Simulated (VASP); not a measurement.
Set up this calculation in VASP 6.6.1, as the native input.

```
Task                   : single point
Functional             : PBEsol
Potentials or basis    : VASP PAW PBE potentials, release 64 (Hf_pv, N)
Cutoff                 : 520 eV
k mesh                 : 21 × 21 × 4
Occupations            : gaussian, width 0.15 eV
Spin                   : no spin polarisation
Dipole correction      : no
Further INCAR settings : ALGO = Fast; EDIFF = 1e-06; NBANDS = 57
```

The structure of HfN lies in POSCAR:

```
HfN
1.0
    2.2507757577     -2.2507757577      0.0000000000
    2.2507757577      0.0000000000     -2.2507757577
    9.2917781652      9.2917781652      9.2917781652
Hf N
6 6
Direct
    1.0000000000      0.0000000000      0.3633495738
    0.3333333333      0.3333333333      0.2018608744
    0.6666666667      0.6666666667      0.5248382733
    1.0000000000      1.0000000000      0.8478156723
    0.3333333333      0.3333333333      0.6863269728
    0.6666666667      0.6666666667      0.0403721749
    0.6666666667      0.6666666667      0.2826052241
    0.0000000000      0.0000000000      0.1211165246
    0.3333333333      0.3333333333      0.4440939236
    0.6666666667      0.6666666667      0.7670713225
    1.0000000000      1.0000000000      0.6055826231
    0.3333333333      0.3333333333      0.9285600220
```

This cell differs from its parent crystal: the distance across one plane changed.

The input as run:

INCAR

```
SYSTEM = HfN
ALGO     = Fast           ! electronic algorithm
EDIFF    = 1E-6           ! SCF threshold, eV
ENCUT    = 520            ! plane-wave cutoff, eV
GGA      = PS             ! functional
ISIF     = 2              ! what is computed and relaxed
ISMEAR   = 0              ! smearing method
LASPH    = .TRUE.         ! aspherical terms in the spheres
LCHARG   = .TRUE.         ! write CHGCAR
LELF     = .TRUE.         ! ELF
LREAL    = .FALSE.        ! projectors in reciprocal space
LVHAR    = .TRUE.       
LWAVE    = .FALSE.        ! write WAVECAR
NBANDS   = 57             ! bands
NELM     = 80             ! most SCF steps
PREC     = Accurate       ! precision mode
SIGMA    = 0.15           ! smearing width, eV
```

KPOINTS

```
k-points
0
G
  21 21 4
  0 0 0
```

Potentials or basis: VASP PAW PBE potentials, release 64 (Hf_pv, N).

Launch:

```console
$ cat potpaw_PBE.64/Hf_pv/POTCAR potpaw_PBE.64/N/POTCAR > POTCAR
$ mpirun -np 1 vasp_std > vasp.out
```

It gave:

```
Pressure               : -7.4 GPa
Largest force          : 2.244 eV/Å
Band gap on the k mesh : zero (bands 45 and 46 overlap by 1.26 eV)
```

Caveat: the cell differs from its parent crystal (the distance across one plane changed); the cell stands under tension; the PAW data sets were made with another functional, which shifts forces and pressure a little; spin-orbit coupling is left out, which moves the levels of the heavy elements.

It took 62 min on 1 thread of Oxide Virtual Turin-like Processor (shared host), peak memory 0.96 GiB.
